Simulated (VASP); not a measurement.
# W (Im-3m) in VASP: further runs

The runs below take W through single point, with PBEsol.

Everything below comes from runs of VASP 6.6.1. Logs are shortened: lines on timing, memory, paths and dates and some standing lists are left out, and cuts for length are marked.

**1. The cell of the first run**

Symmetry: Im-3m, No. 229, cubic system. Conventional cell: a = 2.718 Å, b = 2.718 Å, c = 2.718 Å, α = 90.00°, β = 90.00°, γ = 90.00°. Within 3.1 Å of W (site symmetry m-3m) lie 14 W at 2.35 to 2.72 Å.

**2. Single point, PBEsol (volume scaled by 0.64)**

The input, INCAR:

```
SYSTEM = W
ALGO = Normal ; EDIFF = 1E-6
ENCUT = 520 ; GGA = PS
ISIF = 2 ; ISMEAR = -1
LASPH = .TRUE. ; LCHARG = .FALSE.
LREAL = .FALSE. ; LWAVE = .FALSE.
NBANDS = 13 ; NELM = 100
PREC = Accurate ; SIGMA = 0.05
```

The input, KPOINTS:

```
k-points
0
G
  19 19 19
  0 0 0
```

The input, POSCAR:

```
W
1.0
   -1.3588201939      1.3588201939      1.3588201939
    1.3588201939     -1.3588201939      1.3588201939
    1.3588201939      1.3588201939     -1.3588201939
W
1
Direct
    0.0000000000      0.0000000000      0.0000000000
```

Potentials or basis: VASP PAW PBE potentials, release 64 (W_sv).

Started as:

```
cat potpaw_PBE.64/W_sv/POTCAR > POTCAR
mpirun -np 1 vasp_std > vasp.out
```

OUTCAR:

```text
SYSTEM = W
   EDIFF = 1E-6
   ENCUT = 520
   GGA = PS
   ISIF = 2
   ISMEAR = -1
   LASPH = .TRUE.
   LREAL = .FALSE.
   NELM = 100
   PREC = Accurate

 ion  position               nearest neighbor table
   1  0.000  0.000  0.000-

  LATTYP: Found a body centered cubic cell.
 ALAT       =     2.7176403878

  Lattice vectors:

 A1 = (  -1.3588201939,   1.3588201939,   1.3588201939)
 A2 = (   1.3588201939,  -1.3588201939,   1.3588201939)
 A3 = (   1.3588201939,   1.3588201939,  -1.3588201939)

Analysis of symmetry for initial positions (statically):
=====================================================================
 Subroutine PRICEL returns:
 Original cell was already a primitive cell.

 Routine SETGRP: Setting up the symmetry group for a
 body centered cubic supercell.

 Subroutine GETGRP returns: Found 48 space group operations
 (whereof 48 operations were pure point group operations)
 out of a pool of 48 trial point group operations.

The static configuration has the point symmetry O_h .

Analysis of symmetry for dynamics (positions and initial velocities):
=====================================================================
 Subroutine PRICEL returns:
 Original cell was already a primitive cell.

 Routine SETGRP: Setting up the symmetry group for a
 body centered cubic supercell.

 Subroutine GETGRP returns: Found 48 space group operations
 (whereof 48 operations were pure point group operations)
 out of a pool of 48 trial point group operations.

The dynamic configuration has the point symmetry O_h .

 Subroutine INISYM returns: Found 48 space group operations
 (whereof 48 operations are pure point group operations),
 and found     1 'primitive' translations

----------------------------------------------------------------------------------------

                                     Primitive cell

  volume of cell :      10.0357

  direct lattice vectors                    reciprocal lattice vectors
    -1.358820194  1.358820194  1.358820194     0.000000000  0.367966271  0.367966271
     1.358820194 -1.358820194  1.358820194     0.367966271  0.000000000  0.367966271
     1.358820194  1.358820194 -1.358820194     0.367966271  0.367966271  0.000000000

  length of vectors
     2.353545614  2.353545614  2.353545614     0.520382891  0.520382891  0.520382891

  position of ions in fractional coordinates (direct lattice)
     0.000000000  0.000000000  0.000000000

  ion indices of the primitive-cell ions
   primitive index   ion index
                 1           1

----------------------------------------------------------------------------------------

 KPOINTS: k-points

Automatic generation of k-mesh.
 Grid dimensions read from file:
 generate k-points for:   19   19   19

 Generating k-lattice:

  Cartesian coordinates                     Fractional coordinates (reciprocal lattice)
     0.000000000  0.019366646  0.019366646     0.052631579  0.000000000  0.000000000
     0.019366646  0.000000000  0.019366646     0.000000000  0.052631579  0.000000000
     0.019366646  0.019366646  0.000000000     0.000000000  0.000000000  0.052631579

  Length of vectors
     0.027388573  0.027388573  0.027388573

  Shift w.r.t. Gamma in fractional coordinates (k-lattice)
     0.000000000  0.000000000  0.000000000

 Subroutine IBZKPT returns following result:
 ===========================================

 Found    220 irreducible k-points:

 Following reciprocal coordinates:
            Coordinates               Weight
  0.000000  0.000000  0.000000      1.000000
  0.052632  0.000000  0.000000     12.000000
  0.105263  0.000000  0.000000     12.000000
  0.157895  0.000000  0.000000     12.000000
  0.210526  0.000000  0.000000     12.000000
  0.263158  0.000000  0.000000     12.000000
[... 16 lines left out ...]
  0.263158  0.105263  0.000000     48.000000
  0.315789  0.105263 -0.000000     48.000000
 [... further k-points ...]
   k-points           NKPTS =    220   k-points in BZ     NKDIM =    220   number of bands    NBANDS=     13
   number of dos      NEDOS =    301   number of ions     NIONS =      1
   total plane-waves  NPLWV =   5832
   dimension x,y,z NGX =    18 NGY =   18 NGZ =   18
   dimension x,y,z NGXF=    36 NGYF=   36 NGZF=   36
   ions per type =               1
   NGX,Y,Z   is equivalent  to a cutoff of  12.71, 12.71, 12.71 a.u.
   NGXF,Y,Z  is equivalent  to a cutoff of  25.43, 25.43, 25.43 a.u.
 SYSTEM =  W
   PREC   = accura    normal or accurate (medium, high low for compatibility)
   ISTART =      0    job   : 0-new  1-cont  2-samecut
   ICHARG =      2    charge: 1-file 2-atom 10-const
   ISPIN  =      1    spin polarized calculation?
   LNONCOLLINEAR =      F non collinear calculations
   LSORBIT =      F    spin-orbit coupling
   LASPH  =      T    aspherical Exc in radial PAW
   ENCUT  =  520.0 eV  38.22 Ry    6.18 a.u.   4.38  4.38  4.38*2*pi/ulx,y,z
   NELM   =    100;   NELMIN=  2; NELMDL= -5     # of ELM steps
   EDIFF  = 0.1E-05   stopping-criterion for ELM
   LREAL  =      F    real-space projection
   EDIFFG = 0.1E-04   stopping-criterion for IOM
   NSW    =      0    number of steps for IOM
   IBRION =     -1    ionic relax: 0-MD 1-quasi-New 2-CG
   NFREE  =      0    steps in history (QN), initial steepest desc. (CG)
   ISIF   =      2    stress and relaxation
   ISYM   =      2    0-nonsym 1-usesym 2-fastsym
   POTIM  = 0.5000    time-step for ionic-motion
   TEBEG  =    0.0;   TEEND  =   0.0 temperature during run
   PSTRESS=    0.0 pullay stress
   NELECT =      14.0000    total number of electrons
   NUPDOWN=      -1.0000    fix difference up-down
   EMIN   =  10.00;   EMAX   =-10.00  energy-range for DOS
   EFERMI =   0.00;   METHOD = LEGACY
   ISMEAR =    -1;   SIGMA  =   0.05  broadening in eV -4-tet -1-fermi 0-gaus
   EFERMI_NEDOS =   21; number of points for ismear=-14 and -15
   IALGO  =     38    algorithm
   IMIX   =      4    mixing-type and parameters
     AMIX     =   0.40;   BMIX     =  1.00
     AMIX_MAG =   1.60;   BMIX_MAG =  1.00
  volume/ion in A,a.u.               =      10.04        67.72
  Fermi-wavevector in a.u.,A,eV,Ry     =   1.829232  3.456748 45.526328  3.346091
  Thomas-Fermi vector in A             =   2.883954
   LORBIT       =      0    0 simple, 1 ext, 2 COOP (PROOUT), +10 PAW based schemes
   GGA     = PS    functional components
   LHFCALC =     F    Hartree Fock is set to
   AEXX    =    0.0000 exact exchange contribution
   IVDW    =     0    specifies the selected vdW correction
   LEPSILON=     F    determine dielectric tensor
   LRPA    =     F    only Hartree local field effects (RPA)
 non-spin polarized calculation
  energy-cutoff  :      520.00
  volume of cell :       10.04
 maximum number of plane-waves:       277
 NGX is ok and might be reduce to    18
   NGX =  9   NGY =  9   NGZ =  9

 number of electron      14.0000004 magnetization

 Free energy of the ion-electron system (eV)
  ---------------------------------------------------
  ext. energy  EPLUGINS =         0.00000000
  ---------------------------------------------------
  free energy    TOTEN  =        -9.38031565 eV

  energy without entropy =       -9.37559855  energy(sigma->0) =       -9.37795710

 E-fermi :  19.4969     XC(G=0): -16.5452

 val. band max:       19.4580441915   @ k =   0.3684   0.1579   0.1053
 cond. band min:      19.5018377967   @ k =  -0.2632   0.3158   0.1053
 fundamental gap:      0.0437936052
 Fermi energy:        19.4968712136

 k-point     1 :       0.0000    0.0000    0.0000
  band No.  band energies     occupation
      1     -55.2181      2.00000
      2     -17.0674      2.00000
      3     -17.0674      2.00000
      4     -17.0674      2.00000
      5       7.6167      2.00000
      6      16.7155      2.00000
      7      16.7155      2.00000
      8      16.7155      2.00000
      9      22.3702      0.00000
     10      22.3702      0.00000
     11      34.4205      0.00000
     12      34.4205      0.00000
     13      34.4205      0.00000

 k-point     2 :       0.0526    0.0000    0.0000
  band No.  band energies     occupation
      1     -55.1954      2.00000
      2     -17.2365      2.00000
      3     -17.1143      2.00000
      4     -17.0702      2.00000
      5       7.8743      2.00000
      6      16.5504      2.00000
      7      16.6835      2.00000
      8      16.9561      2.00000
      9      22.0458      0.00000
     10      22.3531      0.00000
     11      34.6631      0.00000
     12      34.7999      0.00000
     13      35.1778      0.00000

 k-point     3 :       0.1053    0.0000    0.0000
  band No.  band energies     occupation
      1     -55.1296      2.00000
      2     -17.7102      2.00000
      3     -17.2480      2.00000
      4     -17.0784      2.00000
      5       8.5817      2.00000
      6      16.1006      2.00000
      7      16.5538      2.00000
      8      17.6683      2.00000
      9      21.4160      0.00000
     10      22.3244      0.00000
     11      35.3312      0.00000
     12      35.8923      0.00000
     13      37.1333      0.00000
[... 305 lines left out ...]
 k-point    23 :       0.2632    0.1053    0.0000
  band No.  band energies     occupation
      1     -54.5739      2.00000
      2     -20.7988      2.00000
      3     -18.3113      2.00000
      4     -17.3448      2.00000
      5      10.9636      2.00000
      6      13.6920      2.00000
      7      17.1673      2.00000
      8      21.4307      0.00000
      9      24.0332      0.00000
     10      25.7817      0.00000
     11      36.0797      0.00000
     12      41.0432      0.00000
     13      44.2015      0.00000

 k-point    24 :       0.3158    0.1053   -0.0000
  band No.  band energies     occupation
      1     -54.4556      2.00000
      2     -21.3412      2.00000
      3     -18.5560      2.00000
      4     -17.3675      2.00000
      5      10.5035      2.00000
      6      13.2856      2.00000
      7      18.5771      2.00000
      8      22.2485      0.00000
      9      24.4242      0.00000
     10      28.0186      0.00000
     11      34.8592      0.00000
     12      40.4324      0.00000
     13      46.2932      0.00000

 [... further k-points ...]

------------------------ aborting loop because EDIFF is reached ----------------------------------------

  FORCE on cell =-STRESS in cart. coord.  units (eV):
  Direction    XX          YY          ZZ          XY          YZ          ZX
  --------------------------------------------------------------------------------------
  -------------------------------------------------------------------------------------
  Total       22.8398878     22.8398878     22.8398878     -0.0000000      0.0000000      0.0000000
  in kB     3646.3519116   3646.3519116   3646.3519116     -0.0000000      0.0000000      0.0000000
  external PRESSURE =    3646.3519116 kB  Pullay stress =       0.0000000 kB

 VOLUME and BASIS-vectors are now :
 -----------------------------------------------------------------------------
  energy-cutoff  :      520.00
  volume of cell :       10.04
      direct lattice vectors                 reciprocal lattice vectors
    -1.358820194  1.358820194  1.358820194     0.000000000  0.367966271  0.367966271
     1.358820194 -1.358820194  1.358820194     0.367966271  0.000000000  0.367966271
     1.358820194  1.358820194 -1.358820194     0.367966271  0.367966271  0.000000000

 POSITION                                       TOTAL-FORCE (eV/Angst)
 -----------------------------------------------------------------------------------
      0.00000      0.00000      0.00000        -0.000000      0.000000     -0.000000
 -----------------------------------------------------------------------------------
    total drift:                                0.000000     -0.000000      0.000000

  FREE ENERGIE OF THE ION-ELECTRON SYSTEM (eV)
  ---------------------------------------------------
  free  energy   TOTEN  =        -9.3803156460 eV

  energy  without entropy=       -9.3755985457  energy(sigma->0) =       -9.37795710
```

Wall time 21 s (1 thread of AMD EPYC 7R43 (Zen 3), shared host); peak memory 0.1 GiB.

What came out:

```yaml
Free_energy: -9.3803 eV
Pressure: 364.6 GPa
Band_gap_on_the_k_mesh: zero (band 7 reaches 27.81 eV, above the bottom of band 8 at 16.72 eV)
```

Levels at points of the mesh, in eV from the Fermi level:
| k point | band 3 | band 4 | band 5 | band 6 | band 7 | band 8 | band 9 | band 10 | band 11 | band 12 |
| --- | --- | --- | --- | --- | --- | --- | --- | --- | --- | --- |
| (0.00, 0.00, 0.00) | -36.56 | -36.56 | -11.88 | -2.78 | -2.78 | -2.78 | 2.87 | 2.87 | 14.92 | 14.92 |

Caveat: the PAW data sets were made with another functional, which shifts forces and pressure a little; spin-orbit coupling is left out, which moves the levels of the heavy elements.

**3. Single point, PBEsol (volume scaled by 0.72)**

The input, INCAR:

```
PREC = Accurate ; ENCUT = 520
EDIFF = 1E-6 ; ISMEAR = -1
SIGMA = 0.05 ; LREAL = F
LASPH = T ; NELM = 60
ALGO = Normal ; ISIF = 2
LWAVE = F ; LCHARG = F
GGA = PS ; NBANDS = 13
```

The input, KPOINTS:

```
regular mesh
0
Gamma
  19 19 19
```

The input, POSCAR:

```
W
1.0
   -1.4132299519      1.4132299519      1.4132299519
    1.4132299519     -1.4132299519      1.4132299519
    1.4132299519      1.4132299519     -1.4132299519
W
1
Direct
    0.0000000000      0.0000000000      0.0000000000
```

Potentials or basis: VASP PAW PBE potentials, release 64 (W_sv).

Started as:

```
cat potpaw_PBE.64/W_sv/POTCAR > POTCAR
mpirun -np 1 vasp_std > vasp.out
```

It took 22 s on 1 thread of AMD EPYC 7R43 (Zen 3), shared host; peak memory 0.11 GiB.

It converged, with:

| Item | Value |
| --- | --- |
| Free energy | -11.5919 eV |
| Pressure | 212.2 GPa |
| Band gap on the k mesh | zero (band 7 reaches 24.37 eV, above the bottom of band 8 at 14.83 eV) |

Levels at points of the mesh, in eV from the Fermi level:
```tsv
k point	band 5	band 6	band 7	band 8	band 9	band 10
(0.00, 0.00, 0.00)	-11.51	-2.29	-2.29	-2.29	2.74	2.74
```

Caveat: the PAW data sets were made with another functional, which shifts forces and pressure a little; spin-orbit coupling is left out, which moves the levels of the heavy elements.

**4. Single point, PBEsol (volume scaled by 0.72)**

The input, INCAR:

```
SYSTEM = W
  ALGO = Normal
  EDIFF = 1E-6
  ENCUT = 520
  GGA = PS
  ISIF = 2
  ISMEAR = -1
  LASPH = .True.
  LCHARG = .False.
  LREAL = .False.
  LWAVE = .False.
  NBANDS = 13
  NELM = 80
  PREC = Accurate
  SIGMA = 0.05
```

The input, KPOINTS:

```
k-points
0
Gamma
  19 19 19
  0 0 0
```

POSCAR is that of step 3.

Started as:

```
cat potpaw_PBE.64/W_sv/POTCAR > POTCAR
mpirun -np 1 vasp_std > vasp.out
```

Wall time 21 s (1 thread of AMD EPYC 7R43 (Zen 3), shared host); peak memory 0.11 GiB.

Results (log left out):

```yaml
Free_energy: -11.5919 eV
Pressure: 212.2 GPa
Band_gap_on_the_k_mesh: zero (band 7 reaches 24.37 eV, above the bottom of band 8 at 14.83 eV)
```

Levels at points of the mesh, in eV from the Fermi level:
```
           k point  band 5  band 6  band 7  band 8  band 9  band 10
(0.00, 0.00, 0.00)  -11.51   -2.29   -2.29   -2.29    2.74     2.74
```

Caveat: the PAW data sets were made with another functional, which shifts forces and pressure a little; spin-orbit coupling is left out, which moves the levels of the heavy elements.

(Part 1 of 2 ends here.)
